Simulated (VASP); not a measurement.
# Si (a cell with a defect) in VASP: relaxation of the atoms with PBE

Aim: the relaxation of the atoms of Si (a cell with a defect) with PBE.

Program: VASP 6.6.1. These are calculated values, not measurements. Logs are shortened: lines on timing, memory, paths and dates and some standing lists are left out, and cuts for length are marked.

### Step 1. The cell of the first run

The cell holds a defect, 17 atoms: a = 7.679 Å, b = 7.679 Å, c = 7.679 Å, α = 60.00°, β = 60.00°, γ = 60.00°.

### Step 2. Relaxation of the atoms, PBE

Contents of INCAR:

```
SYSTEM = Si
  PREC = Accurate
  ENCUT = 450
  EDIFF = 1E-7
  ISMEAR = 0
  SIGMA = 0.02
  LREAL = .False.
  LASPH = .True.
  NELM = 120
  ALGO = Normal
  ISIF = 2
  LWAVE = .False.
  LCHARG = .False.
  GGA = PE
  IBRION = 2
  NSW = 80
  EDIFFG = -0.03
  GGA_COMPAT = .False.
  NELMIN = 4
```

Contents of KPOINTS:

```
Automatic mesh
0
Gamma
  2 2 2
  0 0 0
```

Contents of POSCAR:

```
Si
1.0
    0.0000000000      5.4300000000      5.4300000000
    5.4300000000      0.0000000000      5.4300000000
    5.4300000000      5.4300000000      0.0000000000
Si
17
Direct
    0.0000000000      0.0000000000      0.0000000000
    0.1250000000      0.1250000000      0.1250000000
    0.0000000000      0.0000000000      0.5000000000
    0.1250000000      0.1250000000      0.6250000000
    0.0000000000      0.5000000000      0.0000000000
    0.1250000000      0.6250000000      0.1250000000
    0.0000000000      0.5000000000      0.5000000000
    0.1250000000      0.6250000000      0.6250000000
    0.5000000000      0.0000000000      0.0000000000
    0.6250000000      0.1250000000      0.1250000000
    0.5000000000      0.0000000000      0.5000000000
    0.6250000000      0.1250000000      0.6250000000
    0.5000000000      0.5000000000      0.0000000000
    0.6250000000      0.6250000000      0.1250000000
    0.5000000000      0.5000000000      0.5000000000
    0.6250000000      0.6250000000      0.6250000000
    1.2544023300      0.2520895100      0.2441091600
```

Potentials or basis: VASP PAW PBE potentials, release 64 (Si).

The run is started by

```bash
$ cat potpaw_PBE.64/Si/POTCAR > POTCAR
$ mpirun -np 1 vasp_std > vasp.out
```

OUTCAR:

```text
SYSTEM = Si
   PREC = Accurate
   ENCUT = 450
   EDIFF = 1E-7
   ISMEAR = 0
   LREAL = .False.
   LASPH = .True.
   NELM = 120
   ISIF = 2
   GGA = PE
   IBRION = 2
   NSW = 80
   EDIFFG = -0.03
   NELMIN = 4

 ion  position               nearest neighbor table
   1  0.000  0.000  0.000-   2 2.35   4 2.35   6 2.35  10 2.35
   2  0.125  0.125  0.125-   1 2.35   3 2.35   5 2.35   9 2.35  17 2.36
   3  0.000  0.000  0.500-   2 2.35   4 2.35   8 2.35  12 2.35  17 2.75
   4  0.125  0.125  0.625-   1 2.35   3 2.35   7 2.35  11 2.35  17 2.39
   5  0.000  0.500  0.000-   2 2.35   6 2.35   8 2.35  14 2.35  17 2.71
   6  0.125  0.625  0.125-  17 2.34   5 2.35   7 2.35  13 2.35   1 2.35
   7  0.000  0.500  0.500-   4 2.35   6 2.35   8 2.35  16 2.35  17 2.74
   8  0.125  0.625  0.625-   3 2.35   5 2.35   7 2.35  15 2.35
   9  0.500  0.000  0.000-   2 2.35  10 2.35  12 2.35  14 2.35  17 2.69
  10  0.625  0.125  0.125-  17 2.32   9 2.35  11 2.35  13 2.35   1 2.35
  11  0.500  0.000  0.500-   4 2.35  10 2.35  12 2.35  16 2.35  17 2.72
  12  0.625  0.125  0.625-   3 2.35   9 2.35  11 2.35  15 2.35
  13  0.500  0.500  0.000-   6 2.35  10 2.35  14 2.35  16 2.35  17 2.68
  14  0.625  0.625  0.125-   5 2.35   9 2.35  13 2.35  15 2.35
  15  0.500  0.500  0.500-   8 2.35  12 2.35  14 2.35  16 2.35
  16  0.625  0.625  0.625-   7 2.35  11 2.35  13 2.35  15 2.35
  17  0.254  0.252  0.244-  10 2.32   6 2.34   2 2.36   4 2.39  13 2.68   9 2.69   5 2.71  11 2.72
                             7 2.74   3 2.75

  LATTYP: Found a face centered cubic cell.
 ALAT       =    10.8600000000

  Lattice vectors:

 A1 = (   0.0000000000,   5.4300000000,   5.4300000000)
 A2 = (   5.4300000000,   0.0000000000,   5.4300000000)
 A3 = (   5.4300000000,   5.4300000000,   0.0000000000)

Analysis of symmetry for initial positions (statically):
=====================================================================
 Subroutine PRICEL returns:
 Original cell was already a primitive cell.

 Routine SETGRP: Setting up the symmetry group for a
 face centered cubic supercell.

 Subroutine GETGRP returns: Found  1 space group operations
 (whereof  1 operations were pure point group operations)
 out of a pool of 48 trial point group operations.

The static configuration has the point symmetry C_1 .

Analysis of symmetry for dynamics (positions and initial velocities):
=====================================================================
 Subroutine PRICEL returns:
 Original cell was already a primitive cell.

 Routine SETGRP: Setting up the symmetry group for a
 face centered cubic supercell.

 Subroutine GETGRP returns: Found  1 space group operations
 (whereof  1 operations were pure point group operations)
 out of a pool of 48 trial point group operations.

The dynamic configuration has the point symmetry C_1 .

 Subroutine INISYM returns: Found  1 space group operations
 (whereof  1 operations are pure point group operations),
 and found     1 'primitive' translations

----------------------------------------------------------------------------------------

                                     Primitive cell

  volume of cell :     320.2060

  direct lattice vectors                    reciprocal lattice vectors
     0.000000000  5.430000000  5.430000000    -0.092081031  0.092081031  0.092081031
     5.430000000  0.000000000  5.430000000     0.092081031 -0.092081031  0.092081031
     5.430000000  5.430000000  0.000000000     0.092081031  0.092081031 -0.092081031

  length of vectors
     7.679179644  7.679179644  7.679179644     0.159489025  0.159489025  0.159489025

  position of ions in fractional coordinates (direct lattice)
     0.000000000  0.000000000  0.000000000
     0.125000000  0.125000000  0.125000000
     0.000000000  0.000000000  0.500000000
     0.125000000  0.125000000  0.625000000
     0.000000000  0.500000000  0.000000000
     0.125000000  0.625000000  0.125000000
[... 9 lines left out ...]
     0.625000000  0.625000000  0.625000000
     0.254402330  0.252089510  0.244109160

  ion indices of the primitive-cell ions
   primitive index   ion index
                 1           1
                 2           2
                 3           3
                 4           4
                 5           5
                 6           6
[... 9 lines left out ...]
                16          16
                17          17

----------------------------------------------------------------------------------------

 KPOINTS: Automatic mesh

Automatic generation of k-mesh.
 Grid dimensions read from file:
 generate k-points for:    2    2    2

 Generating k-lattice:

  Cartesian coordinates                     Fractional coordinates (reciprocal lattice)
    -0.046040516  0.046040516  0.046040516     0.500000000  0.000000000  0.000000000
     0.046040516 -0.046040516  0.046040516     0.000000000  0.500000000  0.000000000
     0.046040516  0.046040516 -0.046040516     0.000000000  0.000000000  0.500000000

  Length of vectors
     0.079744512  0.079744512  0.079744512

  Shift w.r.t. Gamma in fractional coordinates (k-lattice)
     0.000000000  0.000000000  0.000000000

 Subroutine IBZKPT returns following result:
 ===========================================

 Found      8 irreducible k-points:

 Following reciprocal coordinates:
            Coordinates               Weight
  0.000000  0.000000  0.000000      1.000000
  0.500000  0.000000  0.000000      1.000000
  0.000000  0.500000  0.000000      1.000000
  0.000000  0.000000  0.500000      1.000000
  0.500000  0.500000  0.500000      1.000000
  0.500000  0.500000  0.000000      1.000000
  0.000000  0.500000  0.500000      1.000000
  0.500000  0.000000  0.500000      1.000000
   k-points           NKPTS =      8   k-points in BZ     NKDIM =      8   number of bands    NBANDS=     43
   number of dos      NEDOS =    301   number of ions     NIONS =     17
   total plane-waves  NPLWV = 157464
   dimension x,y,z NGX =    54 NGY =   54 NGZ =   54
   dimension x,y,z NGXF=   108 NGYF=  108 NGZF=  108
   ions per type =              17
   NGX,Y,Z   is equivalent  to a cutoff of  11.69, 11.69, 11.69 a.u.
   NGXF,Y,Z  is equivalent  to a cutoff of  23.38, 23.38, 23.38 a.u.
 SYSTEM =  Si
   PREC   = accura    normal or accurate (medium, high low for compatibility)
   ISTART =      0    job   : 0-new  1-cont  2-samecut
   ICHARG =      2    charge: 1-file 2-atom 10-const
   ISPIN  =      1    spin polarized calculation?
   LNONCOLLINEAR =      F non collinear calculations
   LSORBIT =      F    spin-orbit coupling
   LASPH  =      T    aspherical Exc in radial PAW
   ENCUT  =  450.0 eV  33.07 Ry    5.75 a.u.  13.28 13.28 13.28*2*pi/ulx,y,z
   NELM   =    120;   NELMIN=  4; NELMDL= -5     # of ELM steps
   EDIFF  = 0.1E-06   stopping-criterion for ELM
   LREAL  =      F    real-space projection
   EDIFFG = -.3E-01   stopping-criterion for IOM
   NSW    =     80    number of steps for IOM
   IBRION =      2    ionic relax: 0-MD 1-quasi-New 2-CG
   NFREE  =      1    steps in history (QN), initial steepest desc. (CG)
   ISIF   =      2    stress and relaxation
   ISYM   =      2    0-nonsym 1-usesym 2-fastsym
   POTIM  = 0.5000    time-step for ionic-motion
   TEBEG  =    0.0;   TEEND  =   0.0 temperature during run
   PSTRESS=    0.0 pullay stress
   NELECT =      68.0000    total number of electrons
   NUPDOWN=      -1.0000    fix difference up-down
   EMIN   =  10.00;   EMAX   =-10.00  energy-range for DOS
   EFERMI =   0.00;   METHOD = LEGACY
   ISMEAR =     0;   SIGMA  =   0.02  broadening in eV -4-tet -1-fermi 0-gaus
   EFERMI_NEDOS =   21; number of points for ismear=-14 and -15
   IALGO  =     38    algorithm
   IMIX   =      4    mixing-type and parameters
     AMIX     =   0.40;   BMIX     =  1.00
     AMIX_MAG =   1.60;   BMIX_MAG =  1.00
  volume/ion in A,a.u.               =      18.84       127.11
  Fermi-wavevector in a.u.,A,eV,Ry     =   0.976715  1.845724 12.979587  0.953973
  Thomas-Fermi vector in A             =   2.107356
   LORBIT       =      0    0 simple, 1 ext, 2 COOP (PROOUT), +10 PAW based schemes
   GGA     = PE    functional components
   LHFCALC =     F    Hartree Fock is set to
   AEXX    =    0.0000 exact exchange contribution
   IVDW    =     0    specifies the selected vdW correction
   LEPSILON=     F    determine dielectric tensor
   LRPA    =     F    only Hartree local field effects (RPA)
 conjugate gradient relaxation of ions
 non-spin polarized calculation
 Gauss-broadening in eV      SIGMA  =   0.02
  energy-cutoff  :      450.00
  volume of cell :      320.21
 maximum number of plane-waves:      6958
 NGX is ok and might be reduce to    54
   NGX = 27   NGY = 27   NGZ = 27

--------------------------------------- Ionic step        1  -------------------------------------------

 number of electron      68.0000003 magnetization

 Free energy of the ion-electron system (eV)
  ---------------------------------------------------
  ext. energy  EPLUGINS =         0.00000000
  ---------------------------------------------------
  free energy    TOTEN  =       -87.85622924 eV

  energy without entropy =      -87.85237488  energy(sigma->0) =      -87.85430206

------------------------ aborting loop because EDIFF is reached ----------------------------------------

  FORCE on cell =-STRESS in cart. coord.  units (eV):
  Direction    XX          YY          ZZ          XY          YZ          ZX
  --------------------------------------------------------------------------------------
  -------------------------------------------------------------------------------------
  Total       11.6689777     11.6587744     11.6915445     -0.4480916      0.2599769      0.0919087
  in kB       58.3866971     58.3356438     58.4996121     -2.2420636      1.3008158      0.4598726
  external PRESSURE =      58.4073177 kB  Pullay stress =       0.0000000 kB
[... 240 lines left out ...]
  energy  without entropy=      -87.9788426217  energy(sigma->0) =      -87.98077083

--------------------------------------- Ionic step        6  -------------------------------------------

 number of electron      68.0000001 magnetization

 Free energy of the ion-electron system (eV)
  ---------------------------------------------------
  ext. energy  EPLUGINS =         0.00000000
  ---------------------------------------------------
  free energy    TOTEN  =       -87.98318631 eV

  energy without entropy =      -87.97932979  energy(sigma->0) =      -87.98125805

 E-fermi :   6.9201     XC(G=0):  -9.6742

 val. band max:        6.6787651966   @ k =   0.0000   0.0000   0.0000
 cond. band min:       6.9261529845   @ k =   0.5000   0.0000   0.5000
 fundamental gap:      0.2473877879
 Fermi energy:         6.9201228043

 k-point     1 :       0.0000    0.0000    0.0000
  band No.  band energies     occupation
      1      -6.3190      2.00000
      2      -3.7738      2.00000
      3      -3.6290      2.00000
      4      -3.6281      2.00000
      5      -3.6265      2.00000
      6      -2.8068      2.00000
[... 401 lines left out ...]
  FREE ENERGIE OF THE ION-ELECTRON SYSTEM (eV)
  ---------------------------------------------------
  free  energy   TOTEN  =       -87.9831863118 eV

  energy  without entropy=      -87.9793297857  energy(sigma->0) =      -87.98125805

 reached required accuracy - stopping structural energy minimisation
```

Wall time 14 min (1 thread of Oxide Virtual Turin-like, shared host); peak memory 0.37 GiB.

Results:

- Free energy: -87.9832 eV
- Energy gained by relaxing: 7.5 meV/atom
- Ionic steps: 6
- Pressure after relaxing: 5.3 GPa
- Largest force after relaxing: 0.025 eV/Å
- Band gap on the k mesh: zero (bands 34 and 35 overlap by 0.25 eV)

Forces in eV/Å, atoms in the order of the input:
```
Si   0.004  0.001 -0.007
Si  -0.007 -0.004  0.006
Si  -0.004 -0.005  0.000
Si   0.001  0.004  0.002
Si   0.004  0.003  0.001
Si  -0.005 -0.002  0.008
Si  -0.001 -0.008  0.006
Si  -0.001  0.005 -0.001
Si   0.003  0.005  0.003
Si  -0.003 -0.004  0.006
Si  -0.009 -0.001  0.008
Si   0.004  0.000 -0.003
Si  -0.001  0.002 -0.004
Si  -0.003 -0.004  0.001
Si   0.000  0.000 -0.001
Si   0.003  0.002 -0.004
Si   0.012  0.006 -0.021
```

The path:
| step | energy change (eV) | largest force (eV/Å) | pressure (GPa) |
| --- | --- | --- | --- |
| 1 | 0.0000 | 1.0450 | 5.84 |
| 2 | -0.1233 | 0.1204 | 5.36 |
| 3 | -0.1239 | 0.1377 | 5.34 |
| 4 | -0.1263 | 0.0605 | 5.34 |
| 5 | -0.1265 | 0.0756 | 5.34 |
| 6 | -0.1270 | 0.0246 | 5.35 |

Final structure:
```
Si
1.0
     0.00000    5.43000    5.43000
     5.43000    0.00000    5.43000
     5.43000    5.43000    0.00000
Si
17
Direct
  0.00108 0.00051 0.99856
  0.12285 0.12288 0.12301
  0.99710 0.99708 0.50286
  0.12330 0.12332 0.63003
  0.99701 0.50306 0.99694
  0.12262 0.63188 0.12280
  0.99707 0.50303 0.50286
  0.12628 0.62466 0.62446
  0.50312 0.99697 0.99692
  0.63242 0.12246 0.12262
  0.50309 0.99703 0.50286
  0.62468 0.12632 0.62443
  0.50312 0.50306 0.99689
  0.62456 0.62451 0.12650
  0.49995 0.49997 0.50008
  0.62464 0.62459 0.62439
  0.25152 0.25075 0.24792
```

Levels at points of the mesh, in eV from the Fermi level:
| k point | band 32 | band 33 | band 34 | band 35 | band 36 | band 37 |
| --- | --- | --- | --- | --- | --- | --- |
| (0.00, 0.00, 0.00) | -0.83 | -0.83 | -0.25 | -0.25 | -0.24 | 0.08 |
| (0.50, 0.00, 0.00) | -1.44 | -1.44 | -0.35 | 0.52 | 0.53 | 0.89 |
| (0.00, 0.50, 0.00) | -1.44 | -1.44 | -0.35 | 0.52 | 0.54 | 0.89 |
| (0.00, 0.00, 0.50) | -1.44 | -1.44 | -0.35 | 0.52 | 0.53 | 0.89 |
| (0.50, 0.50, 0.50) | -1.44 | -1.44 | -0.35 | 0.52 | 0.54 | 0.89 |
| (0.50, 0.50, 0.00) | -1.90 | -1.00 | 0.01 | 0.71 | 1.01 | 1.02 |
| (0.00, 0.50, 0.50) | -1.90 | -1.00 | 0.01 | 0.70 | 1.01 | 1.02 |
| (0.50, 0.00, 0.50) | -1.90 | -1.00 | 0.01 | 0.70 | 1.02 | 1.02 |

Caveat: the k points lie up to 0.50 Å⁻¹ apart.

The gap in the log of VASP goes by the Fermi energy; the results here count the filled bands.